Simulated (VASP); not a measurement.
# HfO2 (Fm-3m) in VASP: further runs

Runs on HfO2. Level: PBE. Tasks: single point.

Everything below comes from runs of VASP 6.6.1. Logs are shortened: lines on timing, memory, paths and dates and some standing lists are left out, and cuts for length are marked.

## (1) The cell of the first run

Symmetry: Fm-3m, No. 225, cubic system. The conventional cell has a = 4.830 Å, b = 4.830 Å, c = 4.830 Å, α = 90.00°, β = 90.00°, γ = 90.00°. Hf (site symmetry m-3m) has 8 O at 2.09 Å within 2.8 Å. Within 2.8 Å of O (site symmetry -43m) lie 4 Hf at 2.09 Å and 6 O at 2.42 Å.

## (2) Single point, PBE

INCAR reads:

```
  ALGO = Normal
  EDIFF = 1E-6
  ENCUT = 600
  GGA = PE
  GGA_COMPAT = F
  ISIF = 2
  ISMEAR = 0
  LASPH = T
  LCHARG = F
  LREAL = F
  LWAVE = F
  NBANDS = 18
  NELM = 120
  PREC = Accurate
  SIGMA = 0.01
```

KPOINTS reads:

```
k-points
0
Gamma
  2 2 2
```

POSCAR reads:

```
HfO2
1.0
    0.0000000000      2.4152430200      2.4152430200
    2.4152430200      0.0000000000      2.4152430200
    2.4152430200      2.4152430200      0.0000000000
Hf O
1 2
Direct
    0.0000000000      0.0000000000      0.0000000000
    0.2500000000      0.2500000000      0.2500000000
    0.7500000000      0.7500000000      0.7500000000
```

Potentials or basis: VASP PAW PBE potentials, release 64 (Hf_pv, O).

Command:

```bash
$ cat potpaw_PBE.64/Hf_pv/POTCAR potpaw_PBE.64/O/POTCAR > POTCAR
$ mpirun -np 1 vasp_std > vasp.out
```

OUTCAR:

```text
EDIFF = 1E-6
   ENCUT = 600
   GGA = PE
   ISIF = 2
   ISMEAR = 0
   LASPH = T
   LREAL = F
   NELM = 120
   PREC = Accurate

 ion  position               nearest neighbor table
   1  0.000  0.000  0.000-   3 2.09   3 2.09   3 2.09   2 2.09   3 2.09   2 2.09   2 2.09   2 2.09

   2  0.250  0.250  0.250-   1 2.09   1 2.09   1 2.09   1 2.09
   3  0.750  0.750  0.750-   1 2.09   1 2.09   1 2.09   1 2.09

  LATTYP: Found a face centered cubic cell.
 ALAT       =     4.8304860400

  Lattice vectors:

 A1 = (   0.0000000000,   2.4152430200,   2.4152430200)
 A2 = (   2.4152430200,   0.0000000000,   2.4152430200)
 A3 = (   2.4152430200,   2.4152430200,   0.0000000000)

Analysis of symmetry for initial positions (statically):
=====================================================================
 Subroutine PRICEL returns:
 Original cell was already a primitive cell.

 Routine SETGRP: Setting up the symmetry group for a
 face centered cubic supercell.

 Subroutine GETGRP returns: Found 48 space group operations
 (whereof 48 operations were pure point group operations)
 out of a pool of 48 trial point group operations.

The static configuration has the point symmetry O_h .

Analysis of symmetry for dynamics (positions and initial velocities):
=====================================================================
 Subroutine PRICEL returns:
 Original cell was already a primitive cell.

 Routine SETGRP: Setting up the symmetry group for a
 face centered cubic supercell.

 Subroutine GETGRP returns: Found 48 space group operations
 (whereof 48 operations were pure point group operations)
 out of a pool of 48 trial point group operations.

The dynamic configuration has the point symmetry O_h .

 Subroutine INISYM returns: Found 48 space group operations
 (whereof 48 operations are pure point group operations),
 and found     1 'primitive' translations

----------------------------------------------------------------------------------------

                                     Primitive cell

  volume of cell :      28.1782

  direct lattice vectors                    reciprocal lattice vectors
     0.000000000  2.415243020  2.415243020    -0.207018505  0.207018505  0.207018505
     2.415243020  0.000000000  2.415243020     0.207018505 -0.207018505  0.207018505
     2.415243020  2.415243020  0.000000000     0.207018505  0.207018505 -0.207018505

[... 61 lines left out ...]
   ENCUT  =  600.0 eV  44.10 Ry    6.64 a.u.   6.82  6.82  6.82*2*pi/ulx,y,z
   NELM   =    120;   NELMIN=  2; NELMDL= -5     # of ELM steps
   EDIFF  = 0.1E-05   stopping-criterion for ELM
   LREAL  =      F    real-space projection
   EDIFFG = 0.1E-04   stopping-criterion for IOM
   NSW    =      0    number of steps for IOM
   IBRION =     -1    ionic relax: 0-MD 1-quasi-New 2-CG
   NFREE  =      0    steps in history (QN), initial steepest desc. (CG)
   ISIF   =      2    stress and relaxation
   ISYM   =      2    0-nonsym 1-usesym 2-fastsym
   POTIM  = 0.5000    time-step for ionic-motion
   TEBEG  =    0.0;   TEEND  =   0.0 temperature during run
   PSTRESS=    0.0 pullay stress
   NELECT =      22.0000    total number of electrons
   NUPDOWN=      -1.0000    fix difference up-down
   EMIN   =  10.00;   EMAX   =-10.00  energy-range for DOS
   EFERMI =   0.00;   METHOD = LEGACY
   ISMEAR =     0;   SIGMA  =   0.01  broadening in eV -4-tet -1-fermi 0-gaus
   EFERMI_NEDOS =   21; number of points for ismear=-14 and -15
   IALGO  =     38    algorithm
   IMIX   =      4    mixing-type and parameters
     AMIX     =   0.40;   BMIX     =  1.00
     AMIX_MAG =   1.60;   BMIX_MAG =  1.00
  volume/ion in A,a.u.               =       9.39        63.39
  Fermi-wavevector in a.u.,A,eV,Ry     =   1.507457  2.848680 30.918235  2.272426
  Thomas-Fermi vector in A             =   2.618040
   LORBIT       =      0    0 simple, 1 ext, 2 COOP (PROOUT), +10 PAW based schemes
   GGA     = PE    functional components
   LHFCALC =     F    Hartree Fock is set to
   AEXX    =    0.0000 exact exchange contribution
   IVDW    =     0    specifies the selected vdW correction
   LEPSILON=     F    determine dielectric tensor
   LRPA    =     F    only Hartree local field effects (RPA)
 non-spin polarized calculation
 Gauss-broadening in eV      SIGMA  =   0.01
  energy-cutoff  :      600.00
  volume of cell :       28.18
 maximum number of plane-waves:       960
 NGX is ok and might be reduce to    28
   NGX = 13   NGY = 13   NGZ = 13

 number of electron      21.9999997 magnetization

 Free energy of the ion-electron system (eV)
  ---------------------------------------------------
  ext. energy  EPLUGINS =         0.00000000
  ---------------------------------------------------
  free energy    TOTEN  =       -28.96358997 eV

  energy without entropy =      -28.96358997  energy(sigma->0) =      -28.96358997

 E-fermi :   5.8720     XC(G=0): -12.6242

 val. band max:        5.7945731157   @ k =   0.5000   0.5000   0.0000
 cond. band min:       9.7282330541   @ k =   0.0000   0.0000   0.0000
 fundamental gap:      3.9336599384
 Fermi energy:         5.8719560204

 k-point     1 :       0.0000    0.0000    0.0000
  band No.  band energies     occupation
      1     -23.6098      2.00000
      2     -23.6098      2.00000
      3     -23.6098      2.00000
      4     -13.9419      2.00000
      5     -10.0915      2.00000
      6      -0.6124      2.00000
[... 40 lines left out ...]
      5     -10.8188      2.00000
      6      -1.7865      2.00000
[... 10 lines left out ...]
     17      19.7415      0.00000
     18      20.7816      0.00000

------------------------ aborting loop because EDIFF is reached ----------------------------------------

  FORCE on cell =-STRESS in cart. coord.  units (eV):
  Direction    XX          YY          ZZ          XY          YZ          ZX
  --------------------------------------------------------------------------------------
  -------------------------------------------------------------------------------------
  Total       10.0705439     10.0705439     10.0705439     -0.0000000     -0.0000000      0.0000000
  in kB      572.5995563    572.5995563    572.5995563     -0.0000000     -0.0000000      0.0000000
  external PRESSURE =     572.5995563 kB  Pullay stress =       0.0000000 kB

 VOLUME and BASIS-vectors are now :
 -----------------------------------------------------------------------------
  energy-cutoff  :      600.00
  volume of cell :       28.18
      direct lattice vectors                 reciprocal lattice vectors
     0.000000000  2.415243020  2.415243020    -0.207018505  0.207018505  0.207018505
     2.415243020  0.000000000  2.415243020     0.207018505 -0.207018505  0.207018505
     2.415243020  2.415243020  0.000000000     0.207018505  0.207018505 -0.207018505

 POSITION                                       TOTAL-FORCE (eV/Angst)
 -----------------------------------------------------------------------------------
      0.00000      0.00000      0.00000         0.000000     -0.000000      0.000000
      1.20762      1.20762      1.20762         0.000000      0.000000      0.000000
      3.62286      3.62286      3.62286        -0.000000     -0.000000     -0.000000
 -----------------------------------------------------------------------------------
    total drift:                                0.000000      0.000000      0.000000

  FREE ENERGIE OF THE ION-ELECTRON SYSTEM (eV)
  ---------------------------------------------------
  free  energy   TOTEN  =       -28.9635899673 eV

  energy  without entropy=      -28.9635899673  energy(sigma->0) =      -28.96358997
```

It took 3.5 s on 1 thread of AMD EPYC 9R14 (Zen 4), shared host; peak memory 0.12 GiB.

Results:

- Free energy: -28.9636 eV
- Pressure: 57.3 GPa
- Band gap on the k mesh: 3.93 eV, indirect (least direct gap 3.99 eV)

Levels at points of the mesh, in eV from the valence-band top:
```csv
k point,band 8,band 9,band 10,band 11,band 12,band 13,band 14,band 15
"(0.00, 0.00, 0.00)",-6.41,-0.70,-0.70,-0.70,3.93,3.93,6.87,12.17
"(0.50, 0.00, 0.00)",-3.30,-3.11,-2.02,-2.02,4.87,4.87,8.19,9.39
"(0.50, 0.50, 0.00)",-3.83,-1.85,-1.85,0.00,3.99,6.00,7.83,9.28
```

Caveat: the k points lie up to 1.13 Å⁻¹ apart; spin-orbit coupling is left out, which moves the levels of the heavy elements.

## (3) Single point, PBE

This run uses another cell than the first one, of 10.59 Å³/atom, 1.128 times its volume.

INCAR reads:

```
SYSTEM = HfO2
  PREC = Accurate
  ENCUT = 600
  EDIFF = 1E-6
  ISMEAR = 0
  SIGMA = 0.01
  LREAL = .False.
  LASPH = .True.
  NELM = 120
  ALGO = Normal
  ISIF = 2
  LWAVE = .False.
  LCHARG = .False.
  GGA = PE
  NBANDS = 18
  GGA_COMPAT = .False.
```

KPOINTS reads:

```
Automatic mesh
0
Gamma
  2 2 2
  0 0 0
```

POSCAR reads:

```
HfO2
1.0
    0.0000000000      2.5139318800      2.5139318800
    2.5139318800      0.0000000000      2.5139318800
    2.5139318800      2.5139318800      0.0000000000
Hf O
1 2
Direct
    0.0000000000      0.0000000000      0.0000000000
    0.2500000000      0.2500000000      0.2500000000
    0.7500000000      0.7500000000      0.7500000000
```

Potentials or basis: VASP PAW PBE potentials, release 64 (Hf_pv, O).

Command:

```bash
$ cat potpaw_PBE.64/Hf_pv/POTCAR potpaw_PBE.64/O/POTCAR > POTCAR
$ mpirun -np 1 vasp_std > vasp.out
```

Run time: 3.3 s. Hardware: 1 thread of AMD EPYC 9R14 (Zen 4), shared host; peak memory 0.12 GiB.

Results (log left out):

| Item | Value |
| --- | --- |
| Free energy | -29.6915 eV |
| Pressure | 11.2 GPa |
| Band gap on the k mesh | 3.67 eV, direct |

Levels at points of the mesh, in eV from the valence-band top:
```csv
k point,band 7,band 8,band 9,band 10,band 11,band 12,band 13,band 14,band 15,band 16
"(0.00, 0.00, 0.00)",-5.59,-5.59,-0.63,-0.63,-0.63,3.69,3.69,5.91,10.54,10.54
"(0.50, 0.00, 0.00)",-4.53,-3.13,-2.83,-1.89,-1.89,4.45,4.45,6.97,9.03,9.46
"(0.50, 0.50, 0.00)",-3.57,-3.57,-1.63,-1.63,0.00,3.67,5.37,6.63,8.16,8.16
```

Caveat: the k points lie up to 1.08 Å⁻¹ apart; spin-orbit coupling is left out, which moves the levels of the heavy elements. A k mesh can miss the band edges.

## (4) Single point, PBE

This run uses another cell than the first one, of 10.59 Å³/atom, 1.128 times its volume.

INCAR reads:

```
PREC = Accurate
ENCUT = 600
EDIFF = 1E-6
ISMEAR = 0
SIGMA = 0.01
LREAL = False
LASPH = True
NELM = 120
ALGO = Normal
ISIF = 2
LWAVE = False
LCHARG = False
GGA = PE
NBANDS = 18
GGA_COMPAT = False
```

KPOINTS reads:

```
Automatic mesh
0
Gamma
  2 2 2
```

POSCAR is that of step 3.

Potentials or basis: VASP PAW PBE potentials, release 64 (Hf_pv, O).

Command:

```bash
$ cat potpaw_PBE.64/Hf_pv/POTCAR potpaw_PBE.64/O/POTCAR > POTCAR
$ mpirun -np 1 vasp_std > vasp.out
```

OUTCAR:

```text
PREC = Accurate
   ENCUT = 600
   EDIFF = 1E-6
   ISMEAR = 0
   LREAL = False
   LASPH = True
   NELM = 120
   ISIF = 2
   GGA = PE

 ion  position               nearest neighbor table
   1  0.000  0.000  0.000-   2 2.18   3 2.18   3 2.18   3 2.18   3 2.18   2 2.18   2 2.18   2 2.18

   2  0.250  0.250  0.250-   1 2.18   1 2.18   1 2.18   1 2.18
   3  0.750  0.750  0.750-   1 2.18   1 2.18   1 2.18   1 2.18

  LATTYP: Found a face centered cubic cell.
 ALAT       =     5.0278637600

  Lattice vectors:

 A1 = (   0.0000000000,   2.5139318800,   2.5139318800)
 A2 = (   2.5139318800,   0.0000000000,   2.5139318800)
 A3 = (   2.5139318800,   2.5139318800,   0.0000000000)

Analysis of symmetry for initial positions (statically):
=====================================================================
 Subroutine PRICEL returns:
 Original cell was already a primitive cell.

 Routine SETGRP: Setting up the symmetry group for a
 face centered cubic supercell.

 Subroutine GETGRP returns: Found 48 space group operations
 (whereof 48 operations were pure point group operations)
 out of a pool of 48 trial point group operations.

The static configuration has the point symmetry O_h .

Analysis of symmetry for dynamics (positions and initial velocities):
=====================================================================
 Subroutine PRICEL returns:
 Original cell was already a primitive cell.

 Routine SETGRP: Setting up the symmetry group for a
 face centered cubic supercell.

 Subroutine GETGRP returns: Found 48 space group operations
 (whereof 48 operations were pure point group operations)
 out of a pool of 48 trial point group operations.

The dynamic configuration has the point symmetry O_h .

 Subroutine INISYM returns: Found 48 space group operations
 (whereof 48 operations are pure point group operations),
[... 92 lines left out ...]
   EFERMI_NEDOS =   21; number of points for ismear=-14 and -15
   IALGO  =     38    algorithm
   IMIX   =      4    mixing-type and parameters
     AMIX     =   0.40;   BMIX     =  1.00
     AMIX_MAG =   1.60;   BMIX_MAG =  1.00
  volume/ion in A,a.u.               =      10.59        71.48
  Fermi-wavevector in a.u.,A,eV,Ry     =   1.448279  2.736850 28.538382  2.097512
  Thomas-Fermi vector in A             =   2.566138
   LORBIT       =      0    0 simple, 1 ext, 2 COOP (PROOUT), +10 PAW based schemes
   GGA     = PE    functional components
   LHFCALC =     F    Hartree Fock is set to
   AEXX    =    0.0000 exact exchange contribution
   IVDW    =     0    specifies the selected vdW correction
   LEPSILON=     F    determine dielectric tensor
   LRPA    =     F    only Hartree local field effects (RPA)
 non-spin polarized calculation
 Gauss-broadening in eV      SIGMA  =   0.01
  energy-cutoff  :      600.00
  volume of cell :       31.78
 maximum number of plane-waves:      1068
   NGX = 15   NGY = 15   NGZ = 15

 number of electron      21.9999995 magnetization

 Free energy of the ion-electron system (eV)
  ---------------------------------------------------
  ext. energy  EPLUGINS =         0.00000000
  ---------------------------------------------------
  free energy    TOTEN  =       -29.69145808 eV

  energy without entropy =      -29.69145808  energy(sigma->0) =      -29.69145808

 E-fermi :   4.7266     XC(G=0): -11.9632

 val. band max:        4.6702291201   @ k =   0.5000   0.5000   0.0000
 cond. band min:       8.3421608548   @ k =   0.5000   0.5000   0.0000
 fundamental gap:      3.6719317348
 Fermi energy:         4.7266071361

 k-point     1 :       0.0000    0.0000    0.0000
  band No.  band energies     occupation
      1     -25.2445      2.00000
      2     -25.2445      2.00000
      3     -25.2445      2.00000
      4     -14.2562      2.00000
      5     -11.0597      2.00000
      6      -0.9179      2.00000
[... 40 lines left out ...]
      5     -11.9498      2.00000
      6      -2.0562      2.00000
[... 10 lines left out ...]
     17      17.9107      0.00000
     18      18.0822      0.00000

------------------------ aborting loop because EDIFF is reached ----------------------------------------

  FORCE on cell =-STRESS in cart. coord.  units (eV):
  Direction    XX          YY          ZZ          XY          YZ          ZX
  --------------------------------------------------------------------------------------
  -------------------------------------------------------------------------------------
  Total        2.2291016      2.2291016      2.2291016      0.0000000      0.0000000     -0.0000000
  in kB      112.3957624    112.3957624    112.3957624      0.0000000      0.0000000     -0.0000000
  external PRESSURE =     112.3957624 kB  Pullay stress =       0.0000000 kB

 VOLUME and BASIS-vectors are now :
 -----------------------------------------------------------------------------
  energy-cutoff  :      600.00
  volume of cell :       31.78
      direct lattice vectors                 reciprocal lattice vectors
     0.000000000  2.513931880  2.513931880    -0.198891626  0.198891626  0.198891626
     2.513931880  0.000000000  2.513931880     0.198891626 -0.198891626  0.198891626
     2.513931880  2.513931880  0.000000000     0.198891626  0.198891626 -0.198891626

 POSITION                                       TOTAL-FORCE (eV/Angst)
 -----------------------------------------------------------------------------------
      0.00000      0.00000      0.00000        -0.000000     -0.000000     -0.000000
      1.25697      1.25697      1.25697        -0.000000     -0.000000     -0.000000
      3.77090      3.77090      3.77090         0.000000      0.000000      0.000000
 -----------------------------------------------------------------------------------
    total drift:                                0.000000      0.000000      0.000000

  FREE ENERGIE OF THE ION-ELECTRON SYSTEM (eV)
  ---------------------------------------------------
  free  energy   TOTEN  =       -29.6914580796 eV

  energy  without entropy=      -29.6914580796  energy(sigma->0) =      -29.69145808
```

OSZICAR:

```text
N       E                     dE             d eps       ncg     rms          rms(c)
DAV:   1     0.108392425815E+03    0.10839E+03   -0.13636E+04   108   0.134E+03
DAV:   2    -0.309556786416E+02   -0.13935E+03   -0.13616E+03   120   0.312E+02
DAV:   3    -0.357446803443E+02   -0.47890E+01   -0.47573E+01   150   0.523E+01
DAV:   4    -0.357813007450E+02   -0.36620E-01   -0.36610E-01   112   0.409E+00
DAV:   5    -0.357815242681E+02   -0.22352E-03   -0.22352E-03   126   0.351E-01    0.521E+01
DAV:   6    -0.298187982548E+02    0.59627E+01   -0.19791E+01   112   0.324E+01    0.487E+01
DAV:   7    -0.297358965664E+02    0.82902E-01   -0.67273E-01   116   0.650E+00    0.336E+01
DAV:   8    -0.297070119545E+02    0.28885E-01   -0.27542E-01   116   0.485E+00    0.822E+00
DAV:   9    -0.296913720658E+02    0.15640E-01   -0.60187E-02   112   0.192E+00    0.217E+00
DAV:  10    -0.296913763287E+02   -0.42629E-05   -0.23492E-03   116   0.382E-01    0.278E-01
DAV:  11    -0.296914369019E+02   -0.60573E-04   -0.17050E-04   114   0.110E-01    0.107E-01
DAV:  12    -0.296914578287E+02   -0.20927E-04   -0.42627E-05   124   0.424E-02    0.999E-02
DAV:  13    -0.296914580796E+02   -0.25090E-06   -0.25894E-06   126   0.128E-02
   1 F= -.29691458E+02 E0= -.29691458E+02  d E =-.332269E-16
```

stdout:

```text
POSCAR found type information on POSCAR HfO
 POSCAR found :  2 types and       3 ions
 scaLAPACK will be used
 LDA part: xc-table for (Slater+PW92), standard interpolation
 POSCAR, INCAR and KPOINTS ok, starting setup
 FFT: planning ... GRIDC
 FFT: planning ... GRID_SOFT
 FFT: planning ... GRID
 WAVECAR not read
 entering main loop
```

Run time: 3.4 s. Hardware: 1 thread of AMD EPYC 9R14 (Zen 4), shared host; peak memory 0.12 GiB.

Results:

* Free energy: -29.6915 eV
* Pressure: 11.2 GPa
* Band gap on the k mesh: 3.67 eV, direct

Caveat: the k points lie up to 1.08 Å⁻¹ apart; spin-orbit coupling is left out, which moves the levels of the heavy elements.

## (5) Single point, PBE

INCAR reads:

```
  PREC = Accurate
  ENCUT = 600
  EDIFF = 1E-6
  ISMEAR = 0
  SIGMA = 0.01
  LREAL = F
  LASPH = T
  NELM = 120
  ALGO = Normal
  ISIF = 2
  LWAVE = F
  LCHARG = F
  GGA = PE
  NBANDS = 18
  GGA_COMPAT = F
```

KPOINTS reads:

```
Automatic mesh
0
Gamma
  3 3 3
```

POSCAR reads:

```
HfO2
1.0
    0.0000000000      2.4152430200      2.4152430200
    2.4152430200      0.0000000000      2.4152430200
    2.4152430200      2.4152430200      0.0000000000
Hf O
1 2
Direct
    0.0000000000      0.0000000000      0.0000000000
    0.2500000000      0.2500000000      0.2500000000
    0.7500000000      0.7500000000      0.7500000000
```

Command:

```bash
$ cat potpaw_PBE.64/Hf_pv/POTCAR potpaw_PBE.64/O/POTCAR > POTCAR
$ mpirun -np 1 vasp_std > vasp.out
```

Wall time 3.7 s (1 thread of AMD EPYC 9R14 (Zen 4), shared host); peak memory 0.12 GiB.

The run converged. Its results:

- Free energy: -29.6228 eV
- Pressure: 50.1 GPa
- Band gap on the k mesh: 4.88 eV, direct

Levels at points of the mesh, in eV from the valence-band top:
```tsv
k point	band 8	band 9	band 10	band 11	band 12	band 13	band 14	band 15
(0.00, 0.00, 0.00)	-5.63	0.00	0.00	0.00	4.88	4.88	7.70	13.06
```

Caveat: the k points lie up to 0.75 Å⁻¹ apart; spin-orbit coupling is left out, which moves the levels of the heavy elements. As with any semilocal functional, this PBE gap is likely too small.

[end of part 1 of 2]
